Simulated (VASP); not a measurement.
# Si4P (P6/mmm) in VASP: further runs

Runs on Si4P. Level: PBE. Tasks: single point, relaxation of cell and atoms.

Program: VASP 6.6.1. These are calculated values, not measurements. Logs are shortened: lines on timing, memory, paths and dates and some standing lists are left out, and cuts for length are marked.

## Step 1: The cell of the first run

The structure is hexagonal, space group P6/mmm (No. 191). Conventional cell: a = 4.356 Å, b = 4.356 Å, c = 5.569 Å, α = 90.00°, β = 90.00°, γ = 120.00°. Within 3.3 Å of Si (site symmetry -6m2) lie 9 Si at 2.51 to 2.95 Å and 3 P at 2.51 Å. Si (site symmetry 6mm) has 1 P at 1.54 Å within 2.1 Å. Within 2.1 Å of P (site symmetry 6/mmm) lie 2 Si at 1.54 Å.

The cell was generated, and may not be a known phase.

## Step 2: Single point, PBE

INCAR reads:

```
SYSTEM = Si4P
  ALGO = Normal
  EDIFF = 1E-7
  ENCUT = 520
  GGA = PE
  ISIF = 2
  ISMEAR = 0
  LASPH = .TRUE.
  LCHARG = .FALSE.
  LREAL = .FALSE.
  LWAVE = .FALSE.
  NBANDS = 18
  NELM = 60
  PREC = Accurate
  SIGMA = 0.1
```

KPOINTS reads:

```
k-points
0
G
  6 6 4
  0 0 0
```

POSCAR reads:

```
Si4P
1.0
    4.3559474500      0.0000000000      0.0000000000
   -2.1779737300      3.7723611500      0.0000000000
    0.0000000000      0.0000000000      5.5688026100
Si P
4 1
Direct
    0.3333333300      0.6666666700      0.0000000000
    0.6666666700      0.3333333300      0.0000000000
    0.0000000000      0.0000000000      0.2764229900
    0.0000000000      0.0000000000      0.7235770100
    0.0000000000      0.0000000000      0.0000000000
```

Potentials or basis: VASP PAW PBE potentials, release 64 (Si, P).

The run is started by

```console
$ cat potpaw_PBE.64/Si/POTCAR potpaw_PBE.64/P/POTCAR > POTCAR
$ mpirun -np 1 vasp_std > vasp.out
```

OUTCAR:

```text
SYSTEM = Si4P
   EDIFF = 1E-7
   ENCUT = 520
   GGA = PE
   ISIF = 2
   ISMEAR = 0
   LASPH = .TRUE.
   LREAL = .FALSE.
   NELM = 60
   PREC = Accurate

 ion  position               nearest neighbor table
   1  0.333  0.667  0.000-   2 2.51   2 2.51   5 2.51   5 2.51   5 2.51   2 2.51   4 2.95   3 2.95
                             3 2.95   4 2.95   3 2.95   4 2.95
   2  0.667  0.333  0.000-   1 2.51   1 2.51   5 2.51   5 2.51   5 2.51   1 2.51   4 2.95   3 2.95
                             4 2.95   3 2.95   4 2.95   3 2.95
   3  0.000  0.000  0.276-   5 1.54   4 2.49   1 2.95   2 2.95   2 2.95   1 2.95   2 2.95   1 2.95
                             4 3.08
   4  0.000  0.000  0.724-   5 1.54   3 2.49   1 2.95   2 2.95   2 2.95   1 2.95   2 2.95   1 2.95
                             3 3.08
   5  0.000  0.000  0.000-   3 1.54   4 1.54   1 2.51   2 2.51   2 2.51   1 2.51   2 2.51   1 2.51

  LATTYP: Found a hexagonal cell.
 ALAT       =     4.3559474500
 C/A-ratio  =     1.2784365913

  Lattice vectors:

 A1 = (   4.3559474500,   0.0000000000,   0.0000000000)
 A2 = (  -2.1779737300,   3.7723611500,   0.0000000000)
 A3 = (   0.0000000000,   0.0000000000,   5.5688026100)

Analysis of symmetry for initial positions (statically):
=====================================================================
 Subroutine PRICEL returns:
 Original cell was already a primitive cell.

 Routine SETGRP: Setting up the symmetry group for a
 hexagonal supercell.

 Subroutine GETGRP returns: Found 24 space group operations
 (whereof 24 operations were pure point group operations)
 out of a pool of 24 trial point group operations.

The static configuration has the point symmetry D_6h.

Analysis of symmetry for dynamics (positions and initial velocities):
=====================================================================
 Subroutine PRICEL returns:
 Original cell was already a primitive cell.

 Routine SETGRP: Setting up the symmetry group for a
 hexagonal supercell.

 Subroutine GETGRP returns: Found 24 space group operations
 (whereof 24 operations were pure point group operations)
 out of a pool of 24 trial point group operations.

The dynamic configuration has the point symmetry D_6h.

 Subroutine INISYM returns: Found 24 space group operations
 (whereof 24 operations are pure point group operations),
 and found     1 'primitive' translations

----------------------------------------------------------------------------------------

                                     Primitive cell

  volume of cell :      91.5077

  direct lattice vectors                    reciprocal lattice vectors
     4.355947450  0.000000000  0.000000000     0.229571181  0.132542983  0.000000000
    -2.177973730  3.772361150  0.000000000     0.000000000  0.265085966  0.000000000
     0.000000000  0.000000000  5.568802610     0.000000000  0.000000000  0.179571816

  length of vectors
     4.355947450  4.355947453  5.568802610     0.265085966  0.265085966  0.179571816

  position of ions in fractional coordinates (direct lattice)
     0.333333330  0.666666670  0.000000000
     0.666666670  0.333333330  0.000000000
     0.000000000  0.000000000  0.276422990
     0.000000000  0.000000000  0.723577010
     0.000000000  0.000000000  0.000000000

  ion indices of the primitive-cell ions
   primitive index   ion index
                 1           1
                 2           2
                 3           3
                 4           4
                 5           5

----------------------------------------------------------------------------------------

 KPOINTS: k-points

Automatic generation of k-mesh.
 Grid dimensions read from file:
 generate k-points for:    6    6    4

 Generating k-lattice:

  Cartesian coordinates                     Fractional coordinates (reciprocal lattice)
     0.038261863  0.022090497  0.000000000     0.166666667  0.000000000  0.000000000
     0.000000000  0.044180994  0.000000000     0.000000000  0.166666667  0.000000000
     0.000000000  0.000000000  0.044892954     0.000000000  0.000000000  0.250000000

  Length of vectors
     0.044180994  0.044180994  0.044892954

  Shift w.r.t. Gamma in fractional coordinates (k-lattice)
     0.000000000  0.000000000  0.000000000

 Subroutine IBZKPT returns following result:
 ===========================================

 Found     21 irreducible k-points:

 Following reciprocal coordinates:
            Coordinates               Weight
  0.000000  0.000000  0.000000      1.000000
  0.166667  0.000000  0.000000      6.000000
  0.333333  0.000000  0.000000      6.000000
  0.500000  0.000000  0.000000      3.000000
  0.166667  0.166667  0.000000      6.000000
  0.333333  0.166667  0.000000     12.000000
[... 13 lines left out ...]
  0.333333  0.166667  0.500000     12.000000
  0.333333  0.333333  0.500000      2.000000
   k-points           NKPTS =     21   k-points in BZ     NKDIM =     21   number of bands    NBANDS=     18
   number of dos      NEDOS =    301   number of ions     NIONS =      5
   total plane-waves  NPLWV =  43008
   dimension x,y,z NGX =    32 NGY =   32 NGZ =   42
   dimension x,y,z NGXF=    64 NGYF=   64 NGZF=   84
   ions per type =               4   1
   NGX,Y,Z   is equivalent  to a cutoff of  12.21, 12.21, 12.54 a.u.
   NGXF,Y,Z  is equivalent  to a cutoff of  24.43, 24.43, 25.08 a.u.
 SYSTEM =  Si4P
   PREC   = accura    normal or accurate (medium, high low for compatibility)
   ISTART =      0    job   : 0-new  1-cont  2-samecut
   ICHARG =      2    charge: 1-file 2-atom 10-const
   ISPIN  =      1    spin polarized calculation?
   LNONCOLLINEAR =      F non collinear calculations
   LSORBIT =      F    spin-orbit coupling
   LASPH  =      T    aspherical Exc in radial PAW
   ENCUT  =  520.0 eV  38.22 Ry    6.18 a.u.   8.10  8.10 10.35*2*pi/ulx,y,z
   NELM   =     60;   NELMIN=  2; NELMDL= -5     # of ELM steps
   EDIFF  = 0.1E-06   stopping-criterion for ELM
   LREAL  =      F    real-space projection
   EDIFFG = 0.1E-05   stopping-criterion for IOM
   NSW    =      0    number of steps for IOM
   IBRION =     -1    ionic relax: 0-MD 1-quasi-New 2-CG
   NFREE  =      0    steps in history (QN), initial steepest desc. (CG)
   ISIF   =      2    stress and relaxation
   ISYM   =      2    0-nonsym 1-usesym 2-fastsym
   POTIM  = 0.5000    time-step for ionic-motion
   TEBEG  =    0.0;   TEEND  =   0.0 temperature during run
   PSTRESS=    0.0 pullay stress
   NELECT =      21.0000    total number of electrons
   NUPDOWN=      -1.0000    fix difference up-down
   EMIN   =  10.00;   EMAX   =-10.00  energy-range for DOS
   EFERMI =   0.00;   METHOD = LEGACY
   ISMEAR =     0;   SIGMA  =   0.10  broadening in eV -4-tet -1-fermi 0-gaus
   EFERMI_NEDOS =   21; number of points for ismear=-14 and -15
   IALGO  =     38    algorithm
   IMIX   =      4    mixing-type and parameters
     AMIX     =   0.40;   BMIX     =  1.00
     AMIX_MAG =   1.60;   BMIX_MAG =  1.00
  volume/ion in A,a.u.               =      18.30       123.50
  Fermi-wavevector in a.u.,A,eV,Ry     =   1.002295  1.894062 13.668335  1.004594
  Thomas-Fermi vector in A             =   2.134772
   LORBIT       =      0    0 simple, 1 ext, 2 COOP (PROOUT), +10 PAW based schemes
   GGA     = PE    functional components
   LHFCALC =     F    Hartree Fock is set to
   AEXX    =    0.0000 exact exchange contribution
   IVDW    =     0    specifies the selected vdW correction
   LEPSILON=     F    determine dielectric tensor
   LRPA    =     F    only Hartree local field effects (RPA)
 non-spin polarized calculation
 Gauss-broadening in eV      SIGMA  =   0.10
  energy-cutoff  :      520.00
  volume of cell :       91.51
 maximum number of plane-waves:      2480
   NGX = 17   NGY = 17   NGZ = 21

 number of electron      21.0000000 magnetization

 Free energy of the ion-electron system (eV)
  ---------------------------------------------------
  ext. energy  EPLUGINS =         0.00000000
  ---------------------------------------------------
  free energy    TOTEN  =        -6.15438388 eV

  energy without entropy =       -6.14251110  energy(sigma->0) =       -6.14844749

 E-fermi :   6.9609     XC(G=0):  -9.5581

 val. band max:        6.9575900940   @ k =   0.1667   0.1667   0.2500
 cond. band min:       6.9629163815   @ k =   0.3333   0.0000   0.5000
 fundamental gap:      0.0053262875
 Fermi energy:         6.9608980930

 k-point     1 :       0.0000    0.0000    0.0000
  band No.  band energies     occupation
      1      -9.8187      2.00000
      2      -3.4274      2.00000
      3      -0.7243      2.00000
      4      -0.2211      2.00000
      5      -0.2211      2.00000
      6      -0.1400      2.00000
[... 10 lines left out ...]
     17      10.3981      0.00000
     18      11.9039      0.00000

 k-point     2 :       0.1667    0.0000    0.0000
  band No.  band energies     occupation
      1      -9.6533      2.00000
      2      -3.3166      2.00000
      3      -2.3937      2.00000
      4      -0.6055      2.00000
      5      -0.1012      2.00000
      6       0.9218      2.00000
[... 10 lines left out ...]
     17      11.1106      0.00000
     18      12.6250      0.00000

 k-point     3 :       0.3333    0.0000    0.0000
  band No.  band energies     occupation
      1      -9.2561      2.00000
      2      -3.9517      2.00000
      3      -3.0686      2.00000
      4      -1.1318      2.00000
      5       0.1178      2.00000
      6       0.3466      2.00000
[... 10 lines left out ...]
     17      11.3617      0.00000
     18      11.9934      0.00000

 k-point     4 :       0.5000    0.0000    0.0000
  band No.  band energies     occupation
      1      -9.0048      2.00000
      2      -4.6085      2.00000
      3      -2.9275      2.00000
      4      -1.3350      2.00000
      5      -0.0470      2.00000
      6       0.3511      2.00000
[... 312 lines left out ...]
      4      -1.6760      2.00000
      5       2.1063      2.00000
      6       2.1755      2.00000
[... 10 lines left out ...]
     17      11.2501      0.00000
     18      12.1127      0.00000

 k-point    20 :       0.3333    0.1667    0.5000
  band No.  band energies     occupation
      1      -8.9380      2.00000
      2      -4.2379      2.00000
      3      -3.6866      2.00000
      4      -2.5195      2.00000
      5       1.9026      2.00000
      6       2.2000      2.00000
[... 10 lines left out ...]
     17      11.1506      0.00000
     18      11.7473      0.00000

 k-point    21 :       0.3333    0.3333    0.5000
  band No.  band energies     occupation
      1      -8.8068      2.00000
      2      -3.7909      2.00000
      3      -3.7909      2.00000
      4      -3.6098      2.00000
      5       2.3085      2.00000
      6       2.7422      2.00000
[... 10 lines left out ...]
     17      11.0885      0.00000
     18      12.0110      0.00000

------------------------ aborting loop because EDIFF is reached ----------------------------------------

  FORCE on cell =-STRESS in cart. coord.  units (eV):
  Direction    XX          YY          ZZ          XY          YZ          ZX
  --------------------------------------------------------------------------------------
  -------------------------------------------------------------------------------------
  Total        4.6693646      4.6693646    110.5236202     -0.0000000      0.0000000      0.0000000
  in kB       81.7543076     81.7543076   1935.1202811     -0.0000001      0.0000000      0.0000000
  external PRESSURE =     699.5429654 kB  Pullay stress =       0.0000000 kB

 VOLUME and BASIS-vectors are now :
 -----------------------------------------------------------------------------
  energy-cutoff  :      520.00
  volume of cell :       91.51
      direct lattice vectors                 reciprocal lattice vectors
     4.355947450  0.000000000  0.000000000     0.229571181  0.132542983  0.000000000
    -2.177973730  3.772361150  0.000000000     0.000000000  0.265085966  0.000000000
     0.000000000  0.000000000  5.568802610     0.000000000  0.000000000  0.179571816

 POSITION                                       TOTAL-FORCE (eV/Angst)
 -----------------------------------------------------------------------------------
     -0.00000      2.51491      0.00000         0.000000      0.000000      0.000000
      2.17797      1.25745      0.00000        -0.000000      0.000000      0.000000
      0.00000      0.00000      1.53935        -0.000000      0.000000     36.026295
      0.00000      0.00000      4.02946        -0.000000     -0.000000    -36.026295
      0.00000      0.00000      0.00000        -0.000000      0.000000      0.000000
 -----------------------------------------------------------------------------------
    total drift:                                0.000000     -0.000000      0.000000

  FREE ENERGIE OF THE ION-ELECTRON SYSTEM (eV)
  ---------------------------------------------------
  free  energy   TOTEN  =        -6.1543838823 eV

  energy  without entropy=       -6.1425111001  energy(sigma->0) =       -6.14844749
```

Wall time 15 s (1 thread of Intel Xeon 6975P-C (Granite Rapids), shared host); peak memory 0.2 GiB.

Results:

* Free energy: -6.1544 eV
* Pressure: 70.0 GPa
* Largest force: 36.026 eV/Å
* Band gap on the k mesh: zero (an odd number of electrons rules out a gap without spin polarisation)

Forces on the atoms (eV/Å):
```
Si    0.000   0.000   0.000
Si    0.000   0.000   0.000
Si    0.000   0.000  36.026
Si    0.000   0.000 -36.026
P     0.000   0.000   0.000
```

Stress tensor (GPa, compression positive):
```
  8.18   0.00   0.00
  0.00   8.18   0.00
  0.00   0.00 193.51
```

Caveat: the stress differs along the axes, from 8 to 194 GPa; an odd number of electrons without spin polarisation forces a metal; a magnetic or distorted state may lie lower.

## Step 3: Single point, PBE

This run uses another cell than the first one, of 22.95 Å³/atom.

INCAR reads:

```
SYSTEM = Si4P
  PREC = Accurate
  ENCUT = 520
  EDIFF = 1E-6
  ISMEAR = 0
  SIGMA = 0.1
  LREAL = .False.
  LASPH = .True.
  NELM = 80
  ALGO = Normal
  ISIF = 2
  LWAVE = .False.
  LCHARG = .True.
  GGA = PE
  LELF = .True.
  LVHAR = .True.
  NBANDS = 18
```

KPOINTS reads:

```
regular mesh
0
Gamma
  6 6 4
  0 0 0
```

POSCAR reads:

```
Si4P
1.0
    4.4221901743      0.0000000029      0.0000000000
   -2.2110950897      3.8297290298      0.0000000000
    0.0000000000      0.0000000000      6.7741825490
Si P
4 1
Direct
    0.3333333333      0.6666666667      0.0000000000
    0.6666666667      0.3333333333      0.0000000000
    0.0000000000      0.0000000000      0.3334557303
    0.0000000000      0.0000000000      0.6665442697
    0.0000000000      0.0000000000      0.0000000000
```

Potentials or basis: VASP PAW PBE potentials, release 64 (Si, P).

The run is started by

```console
$ cat potpaw_PBE.64/Si/POTCAR potpaw_PBE.64/P/POTCAR > POTCAR
$ mpirun -np 1 vasp_std > vasp.out
```

Wall time 21 s (1 thread of Intel Xeon 6975P-C (Granite Rapids), shared host); peak memory 0.24 GiB.

It converged, with:

```yaml
Free_energy: -21.1864 eV
Pressure: -0.1 GPa
Band_gap_on_the_k_mesh: zero (an odd number of electrons rules out a gap without spin polarisation)
```

Levels at points of the mesh, in eV from the Fermi level:
```csv
k point,band 8,band 9,band 10,band 11,band 12,band 13
"(0.00, 0.00, 0.00)",-3.13,-2.19,-0.14,0.09,0.33,0.82
"(0.50, 0.00, 0.00)",-1.58,0.21,0.24,0.68,0.77,0.92
"(0.00, 0.00, 0.50)",-3.13,-3.13,-2.18,-0.25,-0.06,-0.06
"(0.50, 0.00, 0.50)",-3.37,-0.74,0.61,0.82,1.20,1.93
```

Caveat: an odd number of electrons without spin polarisation forces a metal; a magnetic or distorted state may lie lower.

(Part 1 of 2 ends here.)

The gap in the log of VASP goes by the Fermi energy; the results here count the filled bands.